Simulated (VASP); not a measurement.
LiF, 2 atoms in the cell. Symmetry: I4/mmm, No. 139, tetragonal system. The conventional cell has a = 2.962 Å, b = 2.962 Å, c = 3.706 Å, α = 90.00°, β = 90.00°, γ = 90.00°. Within 2.5 Å of Li (site symmetry 4/mmm) lie 6 F at 1.85 to 2.09 Å. Within 2.5 Å of F (site symmetry 4/mmm) lie 6 Li at 1.85 to 2.09 Å.  This cell differs from its parent crystal: strain +0.040 along x and y, -0.080 along z.

| Item | Value |
| --- | --- |
| Program | VASP 6.6.1 |
| Task | single point |
| Functional | PBE |
| Potentials or basis | VASP PAW PBE potentials, release 64 (Li_sv, F) |
| Cutoff | 520 eV |
| k mesh | 10 × 10 × 10 |
| Occupations | gaussian, width 0.05 eV |
| Spin | no spin polarisation |
| Dipole correction | no |
| Further INCAR settings | ALGO = Normal; EDIFF = 1e-06; NBANDS = 12 |

Potentials or basis: VASP PAW PBE potentials, release 64 (Li_sv, F).

Command:

```sh
$ cat potpaw_PBE.64/Li_sv/POTCAR potpaw_PBE.64/F/POTCAR > POTCAR
$ mpirun -np 1 vasp_std > vasp.out
```

Hardware: 1 thread of Intel(R) Xeon(R) Platinum 8559C (Emerald Rapids) (shared host).

Question: Estimate the wall time of this run.

Answer: Run time: 8 s on 1 thread of Intel(R) Xeon(R) Platinum 8559C (Emerald Rapids) (shared host), peak memory 0.14 GiB. Counts: scf iterations 12, k points 102.
